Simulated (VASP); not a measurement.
# Ge (Im-3m) in VASP: a series of runs

Ge is run at these levels: PBEsol; tasks: single point, relaxation of cell and atoms.

Program: VASP 6.6.1. These are calculated values, not measurements. Logs are shortened: lines on timing, memory, paths and dates and some standing lists are left out, and cuts for length are marked.

### Step 1. The cell of the first run

Symmetry: Im-3m, No. 229, cubic system. Conventional cell: a = 2.616 Å, b = 2.616 Å, c = 2.616 Å, α = 90.00°, β = 90.00°, γ = 90.00°. Within 3.0 Å of Ge (site symmetry m-3m) lie 14 Ge at 2.27 to 2.62 Å.

### Step 2. Single point, PBEsol

File INCAR:

```
SYSTEM = Ge
PREC     = Accurate       ! precision mode
ENCUT    = 520            ! plane-wave cutoff, eV
EDIFF    = 1E-6           ! SCF threshold, eV
ISMEAR   = -1             ! smearing method
SIGMA    = 0.05           ! smearing width, eV
LREAL    = .FALSE.        ! projectors in reciprocal space
LASPH    = .TRUE.         ! aspherical terms in the spheres
NELM     = 100            ! most SCF steps
ALGO     = Normal         ! electronic algorithm
ISIF     = 2              ! what is computed and relaxed
LWAVE    = .FALSE.        ! write WAVECAR
LCHARG   = .FALSE.        ! write CHGCAR
GGA      = PS             ! functional
NBANDS   = 13             ! bands
```

File KPOINTS:

```
Automatic mesh
0
G
  20 20 20
  0 0 0
```

File POSCAR:

```
Ge
1.0
   -1.3080921298      1.3080921298      1.3080921298
    1.3080921298     -1.3080921298      1.3080921298
    1.3080921298      1.3080921298     -1.3080921298
Ge
1
Direct
    0.0000000000      0.0000000000      0.0000000000
```

Potentials or basis: VASP PAW PBE potentials, release 64 (Ge_d).

Launch:

```console
$ cat potpaw_PBE.64/Ge_d/POTCAR > POTCAR
$ mpirun -np 1 vasp_std > vasp.out
```

OUTCAR:

```text
SYSTEM = Ge
   PREC = Accurate
   ENCUT = 520
   EDIFF = 1E-6
   ISMEAR = -1
   LREAL = .FALSE.
   LASPH = .TRUE.
   NELM = 100
   ISIF = 2
   GGA = PS

 ion  position               nearest neighbor table
   1  0.000  0.000  0.000-

  LATTYP: Found a body centered cubic cell.
 ALAT       =     2.6161842596

  Lattice vectors:

 A1 = (  -1.3080921298,   1.3080921298,   1.3080921298)
 A2 = (   1.3080921298,  -1.3080921298,   1.3080921298)
 A3 = (   1.3080921298,   1.3080921298,  -1.3080921298)

Analysis of symmetry for initial positions (statically):
=====================================================================
 Subroutine PRICEL returns:
 Original cell was already a primitive cell.

 Routine SETGRP: Setting up the symmetry group for a
 body centered cubic supercell.

 Subroutine GETGRP returns: Found 48 space group operations
 (whereof 48 operations were pure point group operations)
 out of a pool of 48 trial point group operations.

The static configuration has the point symmetry O_h .

Analysis of symmetry for dynamics (positions and initial velocities):
=====================================================================
 Subroutine PRICEL returns:
 Original cell was already a primitive cell.

 Routine SETGRP: Setting up the symmetry group for a
 body centered cubic supercell.

 Subroutine GETGRP returns: Found 48 space group operations
 (whereof 48 operations were pure point group operations)
 out of a pool of 48 trial point group operations.

The dynamic configuration has the point symmetry O_h .

 Subroutine INISYM returns: Found 48 space group operations
 (whereof 48 operations are pure point group operations),
 and found     1 'primitive' translations

----------------------------------------------------------------------------------------

                                     Primitive cell

  volume of cell :       8.9531

  direct lattice vectors                    reciprocal lattice vectors
    -1.308092130  1.308092130  1.308092130     0.000000000  0.382236074  0.382236074
     1.308092130 -1.308092130  1.308092130     0.382236074  0.000000000  0.382236074
     1.308092130  1.308092130 -1.308092130     0.382236074  0.382236074  0.000000000

  length of vectors
     2.265682030  2.265682030  2.265682030     0.540563440  0.540563440  0.540563440

  position of ions in fractional coordinates (direct lattice)
     0.000000000  0.000000000  0.000000000

  ion indices of the primitive-cell ions
   primitive index   ion index
                 1           1

----------------------------------------------------------------------------------------

 KPOINTS: Automatic mesh

Automatic generation of k-mesh.
 Grid dimensions read from file:
 generate k-points for:   20   20   20

 Generating k-lattice:

  Cartesian coordinates                     Fractional coordinates (reciprocal lattice)
     0.000000000  0.019111804  0.019111804     0.050000000  0.000000000  0.000000000
     0.019111804  0.000000000  0.019111804     0.000000000  0.050000000  0.000000000
     0.019111804  0.019111804  0.000000000     0.000000000  0.000000000  0.050000000

  Length of vectors
     0.027028172  0.027028172  0.027028172

  Shift w.r.t. Gamma in fractional coordinates (k-lattice)
     0.000000000  0.000000000  0.000000000

 Subroutine IBZKPT returns following result:
 ===========================================

 Found    256 irreducible k-points:

 Following reciprocal coordinates:
            Coordinates               Weight
  0.000000  0.000000  0.000000      1.000000
  0.050000  0.000000  0.000000     12.000000
  0.100000  0.000000  0.000000     12.000000
  0.150000  0.000000  0.000000     12.000000
  0.200000  0.000000  0.000000     12.000000
  0.250000  0.000000  0.000000     12.000000
[... 16 lines left out ...]
  0.200000  0.100000  0.000000     48.000000
  0.250000  0.100000  0.000000     48.000000
 [... further k-points ...]
   k-points           NKPTS =    256   k-points in BZ     NKDIM =    256   number of bands    NBANDS=     13
   number of dos      NEDOS =    301   number of ions     NIONS =      1
   total plane-waves  NPLWV =   5832
   dimension x,y,z NGX =    18 NGY =   18 NGZ =   18
   dimension x,y,z NGXF=    36 NGYF=   36 NGZF=   36
   ions per type =               1
   NGX,Y,Z   is equivalent  to a cutoff of  13.21, 13.21, 13.21 a.u.
   NGXF,Y,Z  is equivalent  to a cutoff of  26.42, 26.42, 26.42 a.u.
 SYSTEM =  Ge
   PREC   = accura    normal or accurate (medium, high low for compatibility)
   ISTART =      0    job   : 0-new  1-cont  2-samecut
   ICHARG =      2    charge: 1-file 2-atom 10-const
   ISPIN  =      1    spin polarized calculation?
   LNONCOLLINEAR =      F non collinear calculations
   LSORBIT =      F    spin-orbit coupling
   LASPH  =      T    aspherical Exc in radial PAW
   ENCUT  =  520.0 eV  38.22 Ry    6.18 a.u.   4.21  4.21  4.21*2*pi/ulx,y,z
   NELM   =    100;   NELMIN=  2; NELMDL= -5     # of ELM steps
   EDIFF  = 0.1E-05   stopping-criterion for ELM
   LREAL  =      F    real-space projection
   EDIFFG = 0.1E-04   stopping-criterion for IOM
   NSW    =      0    number of steps for IOM
   IBRION =     -1    ionic relax: 0-MD 1-quasi-New 2-CG
   NFREE  =      0    steps in history (QN), initial steepest desc. (CG)
   ISIF   =      2    stress and relaxation
   ISYM   =      2    0-nonsym 1-usesym 2-fastsym
   POTIM  = 0.5000    time-step for ionic-motion
   TEBEG  =    0.0;   TEEND  =   0.0 temperature during run
   PSTRESS=    0.0 pullay stress
   NELECT =      14.0000    total number of electrons
   NUPDOWN=      -1.0000    fix difference up-down
   EMIN   =  10.00;   EMAX   =-10.00  energy-range for DOS
   EFERMI =   0.00;   METHOD = LEGACY
   ISMEAR =    -1;   SIGMA  =   0.05  broadening in eV -4-tet -1-fermi 0-gaus
   EFERMI_NEDOS =   21; number of points for ismear=-14 and -15
   IALGO  =     38    algorithm
   IMIX   =      4    mixing-type and parameters
     AMIX     =   0.40;   BMIX     =  1.00
     AMIX_MAG =   1.60;   BMIX_MAG =  1.00
  volume/ion in A,a.u.               =       8.95        60.42
  Fermi-wavevector in a.u.,A,eV,Ry     =   1.900170  3.590801 49.125834  3.610647
  Thomas-Fermi vector in A             =   2.939342
   LORBIT       =      0    0 simple, 1 ext, 2 COOP (PROOUT), +10 PAW based schemes
   GGA     = PS    functional components
   LHFCALC =     F    Hartree Fock is set to
   AEXX    =    0.0000 exact exchange contribution
   IVDW    =     0    specifies the selected vdW correction
   LEPSILON=     F    determine dielectric tensor
   LRPA    =     F    only Hartree local field effects (RPA)
 non-spin polarized calculation
  energy-cutoff  :      520.00
  volume of cell :        8.95
 maximum number of plane-waves:       250
 NGX is ok and might be reduce to    18
   NGX =  9   NGY =  9   NGZ =  9

 number of electron      14.0000017 magnetization

 Free energy of the ion-electron system (eV)
  ---------------------------------------------------
  ext. energy  EPLUGINS =         0.00000000
  ---------------------------------------------------
  free energy    TOTEN  =        -0.58256852 eV

  energy without entropy =       -0.58030607  energy(sigma->0) =       -0.58143729

 E-fermi :  18.2175     XC(G=0): -15.8064

 val. band max:       18.1935673984   @ k =  -0.3500   0.3500   0.2500
 cond. band min:      18.2590535711   @ k =  -0.3500   0.4000   0.3000
 fundamental gap:      0.0654861727
 Fermi energy:        18.2175395915

 k-point     1 :       0.0000    0.0000    0.0000
  band No.  band energies     occupation
      1      -8.0397      2.00000
      2      -8.0397      2.00000
      3      -8.0397      2.00000
      4      -7.4350      2.00000
      5      -7.4350      2.00000
      6      -4.0043      2.00000
      7      38.5756      0.00000
      8      38.5756      0.00000
      9      38.5756      0.00000
     10      38.8401      0.00000
     11      38.8401      0.00000
     12      38.8401      0.00000
     13      41.0669      0.00000

 k-point     2 :       0.0500    0.0000    0.0000
  band No.  band energies     occupation
      1      -8.0472      2.00000
      2      -8.0358      2.00000
      3      -8.0169      2.00000
      4      -7.4426      2.00000
      5      -7.4349      2.00000
      6      -3.8899      2.00000
      7      36.0074      0.00000
      8      37.2535      0.00000
      9      37.6996      0.00000
     10      37.9141      0.00000
     11      38.4121      0.00000
     12      38.8784      0.00000
     13      42.0690      0.00000

 k-point     3 :       0.1000    0.0000    0.0000
  band No.  band energies     occupation
      1      -8.0688      2.00000
      2      -8.0281      2.00000
      3      -7.9504      2.00000
      4      -7.4635      2.00000
      5      -7.4343      2.00000
      6      -3.5440      2.00000
      7      32.3624      0.00000
      8      35.3164      0.00000
      9      36.0363      0.00000
     10      36.5397      0.00000
     11      37.7713      0.00000
     12      39.2650      0.00000
     13      42.9009      0.00000

 k-point     4 :       0.1500    0.0000    0.0000
  band No.  band energies     occupation
      1      -8.1024      2.00000
      2      -8.0268      2.00000
      3      -7.8456      2.00000
      4      -7.4913      2.00000
      5      -7.4332      2.00000
      6      -2.9604      2.00000
      7      28.7569      0.00000
      8      33.4693      0.00000
      9      34.3880      0.00000
     10      35.2735      0.00000
     11      37.0783      0.00000
     12      39.9176      0.00000
     13      43.7942      0.00000

 k-point     5 :       0.2000    0.0000    0.0000
  band No.  band energies     occupation
      1      -8.1446      2.00000
      2      -8.0451      2.00000
      3      -7.7117      2.00000
      4      -7.5143      2.00000
      5      -7.4315      2.00000
      6      -2.1350      2.00000
      7      25.2758      0.00000
      8      31.7958      0.00000
      9      32.8961      0.00000
     10      34.1754      0.00000
     11      36.4470      0.00000
     12      40.8245      0.00000
     13      44.6835      0.00000
[... 257 lines left out ...]
 k-point    22 :       0.1500    0.1000    0.0000
  band No.  band energies     occupation
      1      -8.1331      2.00000
      2      -8.0463      2.00000
      3      -7.6895      2.00000
      4      -7.5281      2.00000
      5      -7.4348      2.00000
      6      -1.7753      2.00000
      7      25.5542      0.00000
      8      27.6117      0.00000
      9      31.4686      0.00000
     10      36.5269      0.00000
     11      38.4920      0.00000
     12      40.5932      0.00000
     13      45.3946      0.00000

 k-point    23 :       0.2000    0.1000    0.0000
  band No.  band energies     occupation
      1      -8.1765      2.00000
      2      -8.0709      2.00000
      3      -7.5725      2.00000
      4      -7.5353      2.00000
      5      -7.4295      2.00000
      6      -0.7039      2.00000
      7      22.2435      0.00000
      8      26.3786      0.00000
      9      30.2281      0.00000
     10      35.7213      0.00000
     11      38.8095      0.00000
     12      40.7004      0.00000
     13      47.7094      0.00000

 k-point    24 :       0.2500    0.1000    0.0000
  band No.  band energies     occupation
      1      -8.2206      2.00000
      2      -8.1181      2.00000
      3      -7.5335      2.00000
      4      -7.4701      2.00000
      5      -7.3960      2.00000
      6       0.6029      2.00000
      7      19.0937      0.00000
      8      25.3482      0.00000
      9      29.1803      0.00000
     10      35.0187      0.00000
     11      38.7059      0.00000
     12      41.4334      0.00000
     13      49.1292      0.00000

 [... further k-points ...]
[... 5 lines left out ...]
  --------------------------------------------------------------------------------------
  -------------------------------------------------------------------------------------
  Total       15.1602534     15.1602534     15.1602534      0.0000000      0.0000000     -0.0000000
  in kB     2712.9516535   2712.9516535   2712.9516535      0.0000000      0.0000000     -0.0000000
  external PRESSURE =    2712.9516535 kB  Pullay stress =       0.0000000 kB

 VOLUME and BASIS-vectors are now :
 -----------------------------------------------------------------------------
  energy-cutoff  :      520.00
  volume of cell :        8.95
      direct lattice vectors                 reciprocal lattice vectors
    -1.308092130  1.308092130  1.308092130     0.000000000  0.382236074  0.382236074
     1.308092130 -1.308092130  1.308092130     0.382236074  0.000000000  0.382236074
     1.308092130  1.308092130 -1.308092130     0.382236074  0.382236074  0.000000000

 POSITION                                       TOTAL-FORCE (eV/Angst)
 -----------------------------------------------------------------------------------
      0.00000      0.00000      0.00000         0.000000      0.000000     -0.000000
 -----------------------------------------------------------------------------------
    total drift:                                0.000000     -0.000000      0.000000

  FREE ENERGIE OF THE ION-ELECTRON SYSTEM (eV)
  ---------------------------------------------------
  free  energy   TOTEN  =        -0.5825685174 eV

  energy  without entropy=       -0.5803060665  energy(sigma->0) =       -0.58143729
```

Run time: 14 s. Hardware: 1 thread of AMD EPYC 9R45 (Zen 5), shared host; peak memory 0.11 GiB.

What came out:

| Quantity | Value |
| --- | --- |
| Free energy | -0.5826 eV |
| Pressure | 271.3 GPa |
| Band gap on the k mesh | zero (band 7 reaches 38.58 eV, above the bottom of band 8 at 12.67 eV) |

Levels at points of the mesh, in eV from the Fermi level:
| k point | band 4 | band 5 | band 6 | band 7 | band 8 | band 9 | band 10 | band 11 |
| --- | --- | --- | --- | --- | --- | --- | --- | --- |
| (0.00, 0.00, 0.00) | -25.65 | -25.65 | -22.22 | 20.36 | 20.36 | 20.36 | 20.62 | 20.62 |
| (0.50, 0.00, 0.00) | -25.64 | -25.27 | -11.48 | -9.24 | 8.57 | 10.35 | 12.98 | 16.60 |
| (0.50, 0.50, 0.50) | -25.36 | -25.36 | -1.73 | -1.73 | -1.73 | 3.47 | 3.47 | 5.20 |

Caveat: the PAW data sets were made with another functional, which shifts forces and pressure a little.

### Step 3. Single point, PBEsol

File INCAR:

```
ALGO     = Normal         # electronic algorithm
EDIFF    = 1E-6           # SCF threshold, eV
ENCUT    = 520            # plane-wave cutoff, eV
GGA      = PS             # functional
ISIF     = 2              # what is computed and relaxed
ISMEAR   = -1             # smearing method
LASPH    = True           # aspherical terms in the spheres
LCHARG   = False          # write CHGCAR
LREAL    = False          # projectors in reciprocal space
LWAVE    = False          # write WAVECAR
NBANDS   = 13             # bands
NELM     = 100            # most SCF steps
PREC     = Accurate       # precision mode
SIGMA    = 0.05           # smearing width, eV
```

File KPOINTS:

```
k-points
0
Gamma
  20 20 20
```

POSCAR is that of step 2.

Potentials or basis: VASP PAW PBE potentials, release 64 (Ge_d).

Launch:

```console
$ cat potpaw_PBE.64/Ge_d/POTCAR > POTCAR
$ mpirun -np 1 vasp_std > vasp.out
```

Wall time 14 s (1 thread of AMD EPYC 9R45 (Zen 5), shared host); peak memory 0.11 GiB.

The run converged. Its results:

| Quantity | Value |
| --- | --- |
| Free energy | -0.5826 eV |
| Pressure | 271.3 GPa |
| Band gap on the k mesh | zero (band 7 reaches 38.58 eV, above the bottom of band 8 at 12.67 eV) |

Levels at points of the mesh, in eV from the Fermi level:
```tsv
k point	band 4	band 5	band 6	band 7	band 8	band 9	band 10	band 11
(0.00, 0.00, 0.00)	-25.65	-25.65	-22.22	20.36	20.36	20.36	20.62	20.62
(0.50, 0.00, 0.00)	-25.64	-25.27	-11.48	-9.24	8.57	10.35	12.98	16.60
(0.50, 0.50, 0.50)	-25.36	-25.36	-1.73	-1.73	-1.73	3.47	3.47	5.20
```

Caveat: the PAW data sets were made with another functional, which shifts forces and pressure a little.

(Part 1 of 2 ends here.)
